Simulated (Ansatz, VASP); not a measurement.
Two plane-wave programs on As

File INCAR:

```
PREC     = Accurate       # precision mode
ENCUT    = 520            # plane-wave cutoff, eV
EDIFF    = 1E-6           # SCF threshold, eV
ISMEAR   = -1             # smearing method
SIGMA    = 0.1            # smearing width, eV
LREAL    = F              # projectors in reciprocal space
LASPH    = T              # aspherical terms in the spheres
NELM     = 60             # most SCF steps
ALGO     = Normal         # electronic algorithm
ISIF     = 2              # what is computed and relaxed
LWAVE    = F              # write WAVECAR
LCHARG   = F              # write CHGCAR
GGA      = B5             # functional
ALDAX    = 1.0          
AGGAX    = 1.0          
AGGAC    = 1.0          
ALDAC    = 0.0          
NBANDS   = 18             # bands
```

The input KPOINTS:

```
Automatic mesh
0
Gamma
  14 14 4
```

POSCAR

```
As
1.0
    3.0176920319      0.0000000000      0.0000000000
   -1.5088460159      2.6133979605      0.0000000000
    0.0000000000      0.0000000000     11.4332383534
As
4
Direct
    1.0000000000      0.0000000000      0.0000000000
    1.0000000000      0.0000000000      0.5000000000
    0.3333333333      0.6666666667      0.2500000000
    0.6666666667      0.3333333333      0.7500000000
```

Input for Ansatz:

```yaml
crystal:
  lattice:
    - [3.0176920319, 0.0, 0.0]
    - [-1.5088460159, 2.6133979605, 0.0]
    - [0.0, 0.0, 11.4332383534]
  atoms:
    - { symbol: As, position: [1.0, 0.0, 0.0] }
    - { symbol: As, position: [1.0, 0.0, 0.5] }
    - { symbol: As, position: [0.3333333333, 0.6666666667, 0.25] }
    - { symbol: As, position: [0.6666666667, 0.3333333333, 0.75] }
hamiltonian:
  xc: blyp
  pseudopotentials:
    kind: paw
    azcp:
      As: "pseudopotentials/As.paw.azcp"
basis:
  ecutwfc: 420
  fft_grid_basis: typed
kpoints:
  mp_grid: { grid: [14, 14, 4], shift: [0, 0, 0] }
magnetization:
  spin_polarized: false
scf:
  occupations: { method: fermi_dirac, width: 0.1 }
  lower_state_search: "off"
output:
  stress: true
  write_density: true
  write_potential: true
  elf: true
  volumetric_format: npy
```

Alike in both runs: task single point; functional BLYP; k mesh 14 × 14 × 4; occupations fermi-dirac, width 0.1 eV; no spin polarisation.

```csv
,VASP,Ansatz
version,VASP 6.6.1,Ansatz 0.2.0
potentials or method,"VASP PAW PBE potentials, release 64 (As), cutoff 520 eV","plane waves (420 eV) with PAW, scalar-relativistic"
valence electrons in the cell,20,60
```

Ansatz gave:

```
pressure (GPa)                                                : -2.1
traceless stress, the component that is largest in VASP (GPa) : 0.06
```

Problem. What did VASP give for the same quantities?

Solution. Pressure (GPa): -2.0; traceless stress, the component that is largest in VASP (GPa): 0.02.

VASP's potentials were made for PBE, not for BLYP. VASP's potentials hold 20 valence electrons a cell and Ansatz's 60, so a difference there can come from the potentials and not from the codes.
